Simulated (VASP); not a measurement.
# LiLu (Fm-3m) in VASP: further runs

The runs below take LiLu through single point, relaxation of cell and atoms, with PBE.

Program: VASP 6.6.1. These are calculated values, not measurements. Logs are shortened: lines on timing, memory, paths and dates and some standing lists are left out, and cuts for length are marked.

### Step 1. The cell of the first run

Symmetry: Fm-3m, No. 225, cubic system. The conventional cell has a = 5.894 Å, b = 5.894 Å, c = 5.894 Å, α = 90.00°, β = 90.00°, γ = 90.00°. Within 3.9 Å of Li (site symmetry m-3m) lie 6 Lu at 2.95 Å. Lu (site symmetry m-3m) has 6 Li at 2.95 Å within 3.9 Å.

### Step 2. Single point, PBE

The input, INCAR:

```
ALGO = Normal
EDIFF = 1E-6
ENCUT = 520
GGA = PE
ISIF = 2
ISMEAR = 0
LASPH = T
LCHARG = F
LREAL = F
LWAVE = F
NBANDS = 21
NELM = 100
PREC = Accurate
SIGMA = 0.1
```

The input, KPOINTS:

```
k-points
0
Gamma
  16 16 16
```

The input, POSCAR:

```
LiLu
1.0
    0.0000000000      2.9467609187      2.9467609187
    2.9467609187      0.0000000000      2.9467609187
    2.9467609187      2.9467609187      0.0000000000
Li Lu
1 1
Direct
    0.5000000000      0.5000000000      0.5000000000
    0.0000000000      0.0000000000      0.0000000000
```

Potentials or basis: VASP PAW PBE potentials, release 64 (Li_sv, Lu).

Run with:

```bash
cat potpaw_PBE.64/Li_sv/POTCAR potpaw_PBE.64/Lu/POTCAR > POTCAR
mpirun -np 1 vasp_std > vasp.out
```

OUTCAR:

```text
EDIFF = 1E-6
   ENCUT = 520
   GGA = PE
   ISIF = 2
   ISMEAR = 0
   LASPH = T
   LREAL = F
   NELM = 100
   PREC = Accurate

 ion  position               nearest neighbor table
   1  0.500  0.500  0.500-   2 2.95   2 2.95   2 2.95   2 2.95   2 2.95   2 2.95
   2  0.000  0.000  0.000-   1 2.95   1 2.95   1 2.95   1 2.95   1 2.95   1 2.95

  LATTYP: Found a face centered cubic cell.
 ALAT       =     5.8935218374

  Lattice vectors:

 A1 = (   0.0000000000,   2.9467609187,   2.9467609187)
 A2 = (   2.9467609187,   0.0000000000,   2.9467609187)
 A3 = (   2.9467609187,   2.9467609187,   0.0000000000)

Analysis of symmetry for initial positions (statically):
=====================================================================
 Subroutine PRICEL returns:
 Original cell was already a primitive cell.

 Routine SETGRP: Setting up the symmetry group for a
 face centered cubic supercell.

 Subroutine GETGRP returns: Found 48 space group operations
 (whereof 48 operations were pure point group operations)
 out of a pool of 48 trial point group operations.

The static configuration has the point symmetry O_h .

Analysis of symmetry for dynamics (positions and initial velocities):
=====================================================================
 Subroutine PRICEL returns:
 Original cell was already a primitive cell.

 Routine SETGRP: Setting up the symmetry group for a
 face centered cubic supercell.

 Subroutine GETGRP returns: Found 48 space group operations
 (whereof 48 operations were pure point group operations)
 out of a pool of 48 trial point group operations.

The dynamic configuration has the point symmetry O_h .

 Subroutine INISYM returns: Found 48 space group operations
 (whereof 48 operations are pure point group operations),
 and found     1 'primitive' translations

----------------------------------------------------------------------------------------

                                     Primitive cell

  volume of cell :      51.1758

  direct lattice vectors                    reciprocal lattice vectors
     0.000000000  2.946760919  2.946760919    -0.169677831  0.169677831  0.169677831
     2.946760919  0.000000000  2.946760919     0.169677831 -0.169677831  0.169677831
     2.946760919  2.946760919  0.000000000     0.169677831  0.169677831 -0.169677831

  length of vectors
     4.167349256  4.167349256  4.167349256     0.293890624  0.293890624  0.293890624

  position of ions in fractional coordinates (direct lattice)
     0.500000000  0.500000000  0.500000000
     0.000000000  0.000000000  0.000000000

  ion indices of the primitive-cell ions
   primitive index   ion index
                 1           1
                 2           2

----------------------------------------------------------------------------------------

 KPOINTS: k-points

Automatic generation of k-mesh.
 Grid dimensions read from file:
 generate k-points for:   16   16   16

 Generating k-lattice:

  Cartesian coordinates                     Fractional coordinates (reciprocal lattice)
    -0.010604864  0.010604864  0.010604864     0.062500000  0.000000000  0.000000000
     0.010604864 -0.010604864  0.010604864     0.000000000  0.062500000  0.000000000
     0.010604864  0.010604864 -0.010604864     0.000000000  0.000000000  0.062500000

  Length of vectors
     0.018368164  0.018368164  0.018368164

  Shift w.r.t. Gamma in fractional coordinates (k-lattice)
     0.000000000  0.000000000  0.000000000

 Subroutine IBZKPT returns following result:
 ===========================================

 Found    145 irreducible k-points:

 Following reciprocal coordinates:
            Coordinates               Weight
  0.000000  0.000000  0.000000      1.000000
  0.062500  0.000000  0.000000      8.000000
  0.125000  0.000000  0.000000      8.000000
  0.187500  0.000000  0.000000      8.000000
  0.250000  0.000000  0.000000      8.000000
  0.312500  0.000000  0.000000      8.000000
[... 16 lines left out ...]
 -0.125000  0.062500  0.000000     24.000000
 -0.062500  0.062500  0.000000     12.000000
 [... further k-points ...]
   k-points           NKPTS =    145   k-points in BZ     NKDIM =    145   number of bands    NBANDS=     21
   number of dos      NEDOS =    301   number of ions     NIONS =      2
   total plane-waves  NPLWV =  32768
   dimension x,y,z NGX =    32 NGY =   32 NGZ =   32
   dimension x,y,z NGXF=    64 NGYF=   64 NGZF=   64
   ions per type =               1   1
   NGX,Y,Z   is equivalent  to a cutoff of  12.77, 12.77, 12.77 a.u.
   NGXF,Y,Z  is equivalent  to a cutoff of  25.53, 25.53, 25.53 a.u.
 SYSTEM =  unknown system
   PREC   = accura    normal or accurate (medium, high low for compatibility)
   ISTART =      0    job   : 0-new  1-cont  2-samecut
   ICHARG =      2    charge: 1-file 2-atom 10-const
   ISPIN  =      1    spin polarized calculation?
   LNONCOLLINEAR =      F non collinear calculations
   LSORBIT =      F    spin-orbit coupling
   LASPH  =      T    aspherical Exc in radial PAW
   ENCUT  =  520.0 eV  38.22 Ry    6.18 a.u.   7.75  7.75  7.75*2*pi/ulx,y,z
   NELM   =    100;   NELMIN=  2; NELMDL= -5     # of ELM steps
   EDIFF  = 0.1E-05   stopping-criterion for ELM
   LREAL  =      F    real-space projection
   EDIFFG = 0.1E-04   stopping-criterion for IOM
   NSW    =      0    number of steps for IOM
   IBRION =     -1    ionic relax: 0-MD 1-quasi-New 2-CG
   NFREE  =      0    steps in history (QN), initial steepest desc. (CG)
   ISIF   =      2    stress and relaxation
   ISYM   =      2    0-nonsym 1-usesym 2-fastsym
   POTIM  = 0.5000    time-step for ionic-motion
   TEBEG  =    0.0;   TEEND  =   0.0 temperature during run
   PSTRESS=    0.0 pullay stress
   NELECT =      28.0000    total number of electrons
   NUPDOWN=      -1.0000    fix difference up-down
   EMIN   =  10.00;   EMAX   =-10.00  energy-range for DOS
   EFERMI =   0.00;   METHOD = LEGACY
   ISMEAR =     0;   SIGMA  =   0.10  broadening in eV -4-tet -1-fermi 0-gaus
   EFERMI_NEDOS =   21; number of points for ismear=-14 and -15
   IALGO  =     38    algorithm
   IMIX   =      4    mixing-type and parameters
     AMIX     =   0.40;   BMIX     =  1.00
     AMIX_MAG =   1.60;   BMIX_MAG =  1.00
  volume/ion in A,a.u.               =      25.59       172.68
  Fermi-wavevector in a.u.,A,eV,Ry     =   1.338975  2.530297 24.393276  1.792855
  Thomas-Fermi vector in A             =   2.467404
   LORBIT       =      0    0 simple, 1 ext, 2 COOP (PROOUT), +10 PAW based schemes
   GGA     = PE    functional components
   LHFCALC =     F    Hartree Fock is set to
   AEXX    =    0.0000 exact exchange contribution
   IVDW    =     0    specifies the selected vdW correction
   LEPSILON=     F    determine dielectric tensor
   LRPA    =     F    only Hartree local field effects (RPA)
 non-spin polarized calculation
 Gauss-broadening in eV      SIGMA  =   0.10
  energy-cutoff  :      520.00
  volume of cell :       51.18
 maximum number of plane-waves:      1411
   NGX = 15   NGY = 15   NGZ = 15

 number of electron      28.0000001 magnetization

 Free energy of the ion-electron system (eV)
  ---------------------------------------------------
  ext. energy  EPLUGINS =         0.00000000
  ---------------------------------------------------
  free energy    TOTEN  =        -5.35276763 eV

  energy without entropy =       -5.34024689  energy(sigma->0) =       -5.34650726

 E-fermi :   1.4540     XC(G=0):  -9.1487

 val. band max:        1.4501481169   @ k =   0.5000   0.3750   0.1250
 cond. band min:       1.4575351524   @ k =   0.4375   0.3125   0.0625
 fundamental gap:      0.0073870355
 Fermi energy:         1.4540116841

 k-point     1 :       0.0000    0.0000    0.0000
  band No.  band energies     occupation
      1     -55.5797      2.00000
      2     -44.6468      2.00000
      3     -26.1634      2.00000
      4     -26.1634      2.00000
      5     -26.1634      2.00000
      6      -4.2095      2.00000
[... 13 lines left out ...]
     20       7.4510      0.00000
     21       7.4510      0.00000

 k-point     2 :       0.0625    0.0000    0.0000
  band No.  band energies     occupation
      1     -55.5796      2.00000
      2     -44.6467      2.00000
      3     -26.1657      2.00000
      4     -26.1637      2.00000
      5     -26.1637      2.00000
      6      -4.2095      2.00000
[... 13 lines left out ...]
     20       7.6198      0.00000
     21       7.6199      0.00000

 k-point     3 :       0.1250    0.0000    0.0000
  band No.  band energies     occupation
      1     -55.5795      2.00000
      2     -44.6467      2.00000
      3     -26.1724      2.00000
      4     -26.1647      2.00000
      5     -26.1647      2.00000
      6      -4.2097      2.00000
[... 13 lines left out ...]
     20       8.0639      0.00000
     21       8.0639      0.00000

 k-point     4 :       0.1875    0.0000    0.0000
  band No.  band energies     occupation
      1     -55.5792      2.00000
      2     -44.6467      2.00000
      3     -26.1824      2.00000
      4     -26.1662      2.00000
      5     -26.1662      2.00000
      6      -4.2098      2.00000
[... 13 lines left out ...]
     20       8.6615      0.00000
     21       8.6615      0.00000

 k-point     5 :       0.2500    0.0000    0.0000
  band No.  band energies     occupation
      1     -55.5789      2.00000
      2     -44.6467      2.00000
      3     -26.1941      2.00000
      4     -26.1680      2.00000
      5     -26.1680      2.00000
      6      -4.2099      2.00000
[... 13 lines left out ...]
     20       9.2816      0.00000
     21       9.2816      0.00000
[... 382 lines left out ...]
     20       8.7901      0.00000
     21      10.0928      0.00000

 k-point    22 :      -0.1875    0.0625    0.0000
  band No.  band energies     occupation
      1     -55.5790      2.00000
      2     -44.6467      2.00000
      3     -26.1866      2.00000
      4     -26.1692      2.00000
      5     -26.1661      2.00000
      6      -4.2094      2.00000
[... 13 lines left out ...]
     20       8.3777      0.00000
     21       9.3679      0.00000

 k-point    23 :      -0.1250    0.0625    0.0000
  band No.  band energies     occupation
      1     -55.5793      2.00000
      2     -44.6467      2.00000
      3     -26.1763      2.00000
      4     -26.1672      2.00000
      5     -26.1647      2.00000
      6      -4.2093      2.00000
[... 13 lines left out ...]
     20       7.9154      0.00000
     21       8.6476      0.00000

 k-point    24 :      -0.0625    0.0625    0.0000
  band No.  band energies     occupation
      1     -55.5795      2.00000
      2     -44.6467      2.00000
      3     -26.1690      2.00000
      4     -26.1653      2.00000
      5     -26.1639      2.00000
      6      -4.2093      2.00000
[... 13 lines left out ...]
     20       7.5797      0.00000
     21       8.0331      0.00000

 [... further k-points ...]
[... 5 lines left out ...]
  --------------------------------------------------------------------------------------
  -------------------------------------------------------------------------------------
  Total       -0.0110968     -0.0110968     -0.0110968     -0.0000000     -0.0000000      0.0000000
  in kB       -0.3474110     -0.3474110     -0.3474110     -0.0000000     -0.0000000      0.0000000
  external PRESSURE =      -0.3474110 kB  Pullay stress =       0.0000000 kB

 VOLUME and BASIS-vectors are now :
 -----------------------------------------------------------------------------
  energy-cutoff  :      520.00
  volume of cell :       51.18
      direct lattice vectors                 reciprocal lattice vectors
     0.000000000  2.946760919  2.946760919    -0.169677831  0.169677831  0.169677831
     2.946760919  0.000000000  2.946760919     0.169677831 -0.169677831  0.169677831
     2.946760919  2.946760919  0.000000000     0.169677831  0.169677831 -0.169677831

 POSITION                                       TOTAL-FORCE (eV/Angst)
 -----------------------------------------------------------------------------------
      2.94676      2.94676      2.94676         0.000000     -0.000000     -0.000000
      0.00000      0.00000      0.00000         0.000000      0.000000      0.000000
 -----------------------------------------------------------------------------------
    total drift:                                0.000000     -0.000000     -0.000000

  FREE ENERGIE OF THE ION-ELECTRON SYSTEM (eV)
  ---------------------------------------------------
  free  energy   TOTEN  =        -5.3527676318 eV

  energy  without entropy=       -5.3402468857  energy(sigma->0) =       -5.34650726
```

Run time: 45 s. Hardware: 1 thread of Intel Xeon 6975P-C (Granite Rapids), shared host; peak memory 0.3 GiB.

Results:

```yaml
Free_energy: -5.3528 eV
Band_gap_on_the_k_mesh: zero (band 14 reaches 3.06 eV, above the bottom of band 15 at 0.92 eV)
```

Caveat: the cutoff is under 1.25 times the usual one of these potentials, so pressure, stress and relaxed cells hold a basis-set (Pulay) error; spin-orbit coupling is left out, which moves the levels of the heavy elements.

### Step 3. Relaxation of cell and atoms, PBE

This run uses another cell than the first one, of 25.49 Å³/atom, 0.996 times its volume.

The input, INCAR:

```
PREC = Accurate
ENCUT = 600
EDIFF = 1E-6
ISMEAR = 0
SIGMA = 0.1
LREAL = False
LASPH = True
NELM = 100
ALGO = Normal
ISIF = 3
LWAVE = False
LCHARG = False
GGA = PE
IBRION = 2
NSW = 100
EDIFFG = -0.01
```

The input, KPOINTS:

```
Automatic mesh
0
Gamma
  16 16 16
```

The input, POSCAR:

```
LiLu
1.0
    0.0000000000      2.9428461273      2.9428461273
    2.9428461273      0.0000000000      2.9428461273
    2.9428461273      2.9428461273      0.0000000000
Li Lu
1 1
Direct
    0.5000000000      0.5000000000      0.5000000000
    0.0000000000      0.0000000000      0.0000000000
```

Potentials or basis: VASP PAW PBE potentials, release 64 (Li_sv, Lu).

Run with:

```bash
cat potpaw_PBE.64/Li_sv/POTCAR potpaw_PBE.64/Lu/POTCAR > POTCAR
mpirun -np 1 vasp_std > vasp.out
```

Run time: 1.9 min. Hardware: 1 thread of Intel Xeon 6975P-C (Granite Rapids), shared host; peak memory 0.34 GiB.

It converged, with:

| Property | Result |
| --- | --- |
| Free energy | -5.3531 eV |
| Relaxed volume | 25.55 Å³/atom |
| Relaxed cell | a = 4.166 Å, b = 4.166 Å, c = 4.166 Å, α = 60.00°, β = 60.00°, γ = 60.00° |
| Space group after relaxing (to 0.05 Å) | Fm-3m (No. 225) |
| Energy gained by relaxing | 0.0 meV/atom |
| Ionic steps | 2 |
| Pressure after relaxing | 0.0 GPa |
| Band gap on the k mesh | zero (band 14 reaches 3.06 eV, above the bottom of band 15 at 0.93 eV) |

Final structure:
```
CELL_PARAMETERS angstrom
0.00000 2.94545 2.94545
2.94545 0.00000 2.94545
2.94545 2.94545 0.00000
ATOMIC_POSITIONS crystal
Li 0.50000 0.50000 0.50000
Lu 0.00000 0.00000 0.00000
```

Levels at points of the mesh, in eV from the Fermi level:
| k point | band 12 | band 13 | band 14 | band 15 | band 16 | band 17 |
| --- | --- | --- | --- | --- | --- | --- |
| (0.00, 0.00, 0.00) | -5.63 | -4.97 | 1.61 | 1.61 | 1.61 | 2.63 |
| (0.50, 0.00, 0.00) | -5.63 | -2.77 | -0.64 | 0.75 | 0.75 | 3.73 |
| (0.50, 0.50, 0.00) | -5.63 | -1.34 | -0.58 | -0.13 | 3.06 | 3.06 |

Caveat: the cutoff is under 1.25 times the usual one of these potentials, so pressure, stress and relaxed cells hold a basis-set (Pulay) error; spin-orbit coupling is left out, which moves the levels of the heavy elements.

(Continued in part 2 of 2.)
